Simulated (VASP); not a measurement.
# C (P6_3/mmc) in VASP: a series of runs

The runs below take C through single point, with LDA.

The COD entry that gives the cell may itself be a prediction, so a difference from it is no test against experiment.

Program: VASP 6.6.1. These are calculated values, not measurements. Logs are shortened: lines on timing, memory, paths and dates and some standing lists are left out, and cuts for length are marked.

## Step 1: The cell of the first run

It takes space group P6_3/mmc (No. 194, hexagonal). Conventional cell: a = 2.522 Å, b = 2.522 Å, c = 8.237 Å, α = 90.00°, β = 90.00°, γ = 120.00°. C (site symmetry 3m) has 4 C at 1.54 Å within 2.1 Å. Within 2.1 Å of C (site symmetry 3m) lie 4 C at 1.54 Å.

## Step 2: Single point, LDA

The input, INCAR:

```
SYSTEM = C
  ALGO = Normal
  EDIFF = 1E-6
  ENCUT = 520
  ISIF = 2
  ISMEAR = -1
  LASPH = .True.
  LCHARG = .False.
  LREAL = .False.
  LWAVE = .False.
  NBANDS = 26
  NELM = 60
  PREC = Accurate
  SIGMA = 0.05
```

The input, KPOINTS:

```
k-points
0
Gamma
  12 12 4
  0 0 0
```

The input, POSCAR:

```
C
1.0
    2.5221000000      0.0000000000      0.0000000000
   -1.2610500000      2.1842026709      0.0000000000
    0.0000000000      0.0000000000      8.2371000000
C
8
Direct
    0.6666666667      0.3333333333      0.8437500000
    0.3333333333      0.6666666667      0.3437500000
    0.6666666667      0.3333333333      0.6562500000
    0.3333333333      0.6666666667      0.1562500000
    0.0000000000      0.0000000000      0.9062500000
    0.0000000000      0.0000000000      0.4062500000
    0.0000000000      0.0000000000      0.5937500000
    0.0000000000      0.0000000000      0.0937500000
```

Potentials or basis: VASP PAW LDA potentials, release 64 (C).

Command:

```
$ cat potpaw_LDA.64/C/POTCAR > POTCAR
$ mpirun -np 1 vasp_std > vasp.out
```

OUTCAR:

```text
SYSTEM = C
   EDIFF = 1E-6
   ENCUT = 520
   ISIF = 2
   ISMEAR = -1
   LASPH = .True.
   LREAL = .False.
   NELM = 60
   PREC = Accurate

 ion  position               nearest neighbor table
   1  0.667  0.333  0.844-   3 1.54   5 1.54   5 1.54   5 1.54
   2  0.333  0.667  0.344-   4 1.54   6 1.54   6 1.54   6 1.54
   3  0.667  0.333  0.656-   1 1.54   7 1.54   7 1.54   7 1.54
   4  0.333  0.667  0.156-   2 1.54   8 1.54   8 1.54   8 1.54
   5  0.000  0.000  0.906-   8 1.54   1 1.54   1 1.54   1 1.54
   6  0.000  0.000  0.406-   7 1.54   2 1.54   2 1.54   2 1.54
   7  0.000  0.000  0.594-   6 1.54   3 1.54   3 1.54   3 1.54
   8  0.000  0.000  0.094-   5 1.54   4 1.54   4 1.54   4 1.54

  LATTYP: Found a hexagonal cell.
 ALAT       =     2.5221000000
 C/A-ratio  =     3.2659688355

  Lattice vectors:

 A1 = (   2.5221000000,   0.0000000000,   0.0000000000)
 A2 = (  -1.2610500000,   2.1842026709,   0.0000000000)
 A3 = (   0.0000000000,   0.0000000000,   8.2371000000)

Analysis of symmetry for initial positions (statically):
=====================================================================
 Subroutine PRICEL returns:
 Original cell was already a primitive cell.

 Routine SETGRP: Setting up the symmetry group for a
 hexagonal supercell.

 Subroutine GETGRP returns: Found 24 space group operations
 (whereof 12 operations were pure point group operations)
 out of a pool of 24 trial point group operations.

The static configuration has the point symmetry D_3d.
 The point group associated with its full space group is D_6h.

Analysis of symmetry for dynamics (positions and initial velocities):
=====================================================================
 Subroutine PRICEL returns:
 Original cell was already a primitive cell.

 Routine SETGRP: Setting up the symmetry group for a
 hexagonal supercell.

 Subroutine GETGRP returns: Found 24 space group operations
 (whereof 12 operations were pure point group operations)
 out of a pool of 24 trial point group operations.

The dynamic configuration has the point symmetry D_3d.
 The point group associated with its full space group is D_6h.

 Subroutine INISYM returns: Found 24 space group operations
 (whereof 12 operations are pure point group operations),
 and found     1 'primitive' translations

----------------------------------------------------------------------------------------

                                     Primitive cell

  volume of cell :      45.3764

  direct lattice vectors                    reciprocal lattice vectors
     2.522100000  0.000000000  0.000000000     0.396494984  0.228916486  0.000000000
    -1.261050000  2.184202671  0.000000000     0.000000000  0.457832972  0.000000000
     0.000000000  0.000000000  8.237100000     0.000000000  0.000000000  0.121401950

  length of vectors
     2.522100000  2.522100000  8.237100000     0.457832972  0.457832972  0.121401950

  position of ions in fractional coordinates (direct lattice)
     0.666666667  0.333333333  0.843750000
     0.333333333  0.666666667  0.343750000
     0.666666667  0.333333333  0.656250000
     0.333333333  0.666666667  0.156250000
     0.000000000  0.000000000  0.906250000
     0.000000000  0.000000000  0.406250000
     0.000000000  0.000000000  0.593750000
     0.000000000  0.000000000  0.093750000

  ion indices of the primitive-cell ions
   primitive index   ion index
                 1           1
                 2           2
                 3           3
                 4           4
                 5           5
                 6           6
                 7           7
                 8           8

----------------------------------------------------------------------------------------

 KPOINTS: k-points

Automatic generation of k-mesh.
 Grid dimensions read from file:
 generate k-points for:   12   12    4

 Generating k-lattice:

  Cartesian coordinates                     Fractional coordinates (reciprocal lattice)
     0.033041249  0.019076374  0.000000000     0.083333333  0.000000000  0.000000000
     0.000000000  0.038152748  0.000000000     0.000000000  0.083333333  0.000000000
     0.000000000  0.000000000  0.030350487     0.000000000  0.000000000  0.250000000

  Length of vectors
     0.038152748  0.038152748  0.030350487

  Shift w.r.t. Gamma in fractional coordinates (k-lattice)
     0.000000000  0.000000000  0.000000000

 Subroutine IBZKPT returns following result:
 ===========================================

 Found     57 irreducible k-points:

 Following reciprocal coordinates:
            Coordinates               Weight
  0.000000  0.000000  0.000000      1.000000
  0.083333  0.000000  0.000000      6.000000
  0.166667  0.000000  0.000000      6.000000
  0.250000  0.000000  0.000000      6.000000
  0.333333  0.000000  0.000000      6.000000
  0.416667  0.000000  0.000000      6.000000
[... 16 lines left out ...]
  0.250000  0.000000  0.250000     12.000000
  0.333333  0.000000  0.250000     12.000000
 [... further k-points ...]
   k-points           NKPTS =     57   k-points in BZ     NKDIM =     57   number of bands    NBANDS=     26
   number of dos      NEDOS =    301   number of ions     NIONS =      8
   total plane-waves  NPLWV =  25600
   dimension x,y,z NGX =    20 NGY =   20 NGZ =   64
   dimension x,y,z NGXF=    40 NGYF=   40 NGZF=  128
   ions per type =               8
   NGX,Y,Z   is equivalent  to a cutoff of  13.18, 13.18, 12.92 a.u.
   NGXF,Y,Z  is equivalent  to a cutoff of  26.37, 26.37, 25.83 a.u.
 SYSTEM =  C
   PREC   = accura    normal or accurate (medium, high low for compatibility)
   ISTART =      0    job   : 0-new  1-cont  2-samecut
   ICHARG =      2    charge: 1-file 2-atom 10-const
   ISPIN  =      1    spin polarized calculation?
   LNONCOLLINEAR =      F non collinear calculations
   LSORBIT =      F    spin-orbit coupling
   LASPH  =      T    aspherical Exc in radial PAW
   ENCUT  =  520.0 eV  38.22 Ry    6.18 a.u.   4.69  4.69 15.32*2*pi/ulx,y,z
   NELM   =     60;   NELMIN=  2; NELMDL= -5     # of ELM steps
   EDIFF  = 0.1E-05   stopping-criterion for ELM
   LREAL  =      F    real-space projection
   EDIFFG = 0.1E-04   stopping-criterion for IOM
   NSW    =      0    number of steps for IOM
   IBRION =     -1    ionic relax: 0-MD 1-quasi-New 2-CG
   NFREE  =      0    steps in history (QN), initial steepest desc. (CG)
   ISIF   =      2    stress and relaxation
   ISYM   =      2    0-nonsym 1-usesym 2-fastsym
   POTIM  = 0.5000    time-step for ionic-motion
   TEBEG  =    0.0;   TEEND  =   0.0 temperature during run
   PSTRESS=    0.0 pullay stress
   NELECT =      32.0000    total number of electrons
   NUPDOWN=      -1.0000    fix difference up-down
   EMIN   =  10.00;   EMAX   =-10.00  energy-range for DOS
   EFERMI =   0.00;   METHOD = LEGACY
   ISMEAR =    -1;   SIGMA  =   0.05  broadening in eV -4-tet -1-fermi 0-gaus
   EFERMI_NEDOS =   21; number of points for ismear=-14 and -15
   IALGO  =     38    algorithm
   IMIX   =      4    mixing-type and parameters
     AMIX     =   0.40;   BMIX     =  1.00
     AMIX_MAG =   1.60;   BMIX_MAG =  1.00
  volume/ion in A,a.u.               =       5.67        38.28
  Fermi-wavevector in a.u.,A,eV,Ry     =   1.457186  2.753682 28.890486  2.123391
  Thomas-Fermi vector in A             =   2.574017
   LORBIT       =      0    0 simple, 1 ext, 2 COOP (PROOUT), +10 PAW based schemes
   GGA     = CA    functional components
   LHFCALC =     F    Hartree Fock is set to
   AEXX    =    0.0000 exact exchange contribution
   IVDW    =     0    specifies the selected vdW correction
   LEPSILON=     F    determine dielectric tensor
   LRPA    =     F    only Hartree local field effects (RPA)
 non-spin polarized calculation
  energy-cutoff  :      520.00
  volume of cell :       45.38
 maximum number of plane-waves:      1242
 NGX is ok and might be reduce to    20
   NGX =  9   NGY =  9   NGZ = 31

 number of electron      31.9999994 magnetization

 Free energy of the ion-electron system (eV)
  ---------------------------------------------------
  ext. energy  EPLUGINS =         0.00000000
  ---------------------------------------------------
  free energy    TOTEN  =       -80.85144739 eV

  energy without entropy =      -80.85144739  energy(sigma->0) =      -80.85144739

 E-fermi :  10.8737     XC(G=0): -13.4964

 val. band max:        9.8607657245   @ k =   0.0000   0.0000   0.0000
 cond. band min:      14.2344402279   @ k =   0.4167   0.0000   0.0000
 fundamental gap:      4.3736745034
 Fermi energy:        10.8736931347

 k-point     1 :       0.0000    0.0000    0.0000
  band No.  band energies     occupation
      1     -11.6075      2.00000
      2      -9.9139      2.00000
      3      -9.8642      2.00000
      4      -5.7323      2.00000
      5      -3.6542      2.00000
      6       3.1791      2.00000
[... 18 lines left out ...]
     25      18.1204      0.00000
     26      18.2396      0.00000

 k-point     2 :       0.0833    0.0000    0.0000
  band No.  band energies     occupation
      1     -11.4370      2.00000
      2      -9.7467      2.00000
      3      -9.6962      2.00000
      4      -5.5814      2.00000
      5      -3.4953      2.00000
      6       3.2598      2.00000
[... 18 lines left out ...]
     25      18.5298      0.00000
     26      18.8087      0.00000

 k-point     3 :       0.1667    0.0000    0.0000
  band No.  band energies     occupation
      1     -10.9273      2.00000
      2      -9.2475      2.00000
      3      -9.1943      2.00000
      4      -5.1311      2.00000
      5      -3.0308      2.00000
      6       3.4100      2.00000
[... 572 lines left out ...]
 k-point    23 :       0.2500    0.0000    0.2500
  band No.  band energies     occupation
      1      -9.9781      2.00000
      2      -9.1297      2.00000
      3      -7.4661      2.00000
      4      -5.1695      2.00000
      5      -1.4003      2.00000
      6       1.5622      2.00000
[... 18 lines left out ...]
     25      20.0597      0.00000
     26      21.4106      0.00000

 k-point    24 :       0.3333    0.0000    0.2500
  band No.  band energies     occupation
      1      -8.8192      2.00000
      2      -7.9847      2.00000
      3      -6.3564      2.00000
      4      -4.1367      2.00000
      5      -1.2362      2.00000
      6      -0.2851      2.00000
[... 18 lines left out ...]
     25      20.2209      0.00000
     26      22.1515      0.00000

 [... further k-points ...]
[... 5 lines left out ...]
  --------------------------------------------------------------------------------------
  -------------------------------------------------------------------------------------
  Total       -4.3203259     -4.3203259     -0.7849725      0.0000000      0.0000000     -0.0000000
  in kB     -152.5448366   -152.5448366    -27.7163134      0.0000000      0.0000000     -0.0000000
  external PRESSURE =    -110.9353288 kB  Pullay stress =       0.0000000 kB

 VOLUME and BASIS-vectors are now :
 -----------------------------------------------------------------------------
  energy-cutoff  :      520.00
  volume of cell :       45.38
      direct lattice vectors                 reciprocal lattice vectors
     2.522100000  0.000000000  0.000000000     0.396494984  0.228916486  0.000000000
    -1.261050000  2.184202671  0.000000000     0.000000000  0.457832972  0.000000000
     0.000000000  0.000000000  8.237100000     0.000000000  0.000000000  0.121401950

 POSITION                                       TOTAL-FORCE (eV/Angst)
 -----------------------------------------------------------------------------------
      1.26105      0.72807      6.95005        -0.000000      0.000000      0.326155
     -0.00000      1.45614      2.83150         0.000000     -0.000000      0.326155
      1.26105      0.72807      5.40560        -0.000000      0.000000     -0.326155
     -0.00000      1.45614      1.28705         0.000000     -0.000000     -0.326155
      0.00000      0.00000      7.46487        -0.000000     -0.000000      0.331677
      0.00000      0.00000      3.34632        -0.000000     -0.000000      0.331677
      0.00000      0.00000      4.89078        -0.000000     -0.000000     -0.331677
      0.00000      0.00000      0.77223        -0.000000     -0.000000     -0.331677
 -----------------------------------------------------------------------------------
    total drift:                               -0.000000      0.000000      0.000000

  FREE ENERGIE OF THE ION-ELECTRON SYSTEM (eV)
  ---------------------------------------------------
  free  energy   TOTEN  =       -80.8514473911 eV

  energy  without entropy=      -80.8514473911  energy(sigma->0) =      -80.85144739
```

Wall time 21 s (1 thread of Intel Xeon 6975P-C (Granite Rapids), shared host); peak memory 0.16 GiB.

What came out:

| Property | Result |
| --- | --- |
| Free energy | -80.8514 eV |
| Pressure | -11.1 GPa |
| Largest force | 0.332 eV/Å |
| Band gap on the k mesh | 4.37 eV, indirect (least direct gap 5.13 eV) |

Forces in eV/Å, atoms in the order of the input:
```
C    0.000  0.000  0.326
C    0.000  0.000  0.326
C    0.000  0.000 -0.326
C    0.000  0.000 -0.326
C    0.000  0.000  0.332
C    0.000  0.000  0.332
C    0.000  0.000 -0.332
C    0.000  0.000 -0.332
```

A k mesh can miss the band edges. LDA gaps usually lie below the measured ones, often by a third to a half.

[end of part 1 of 2]
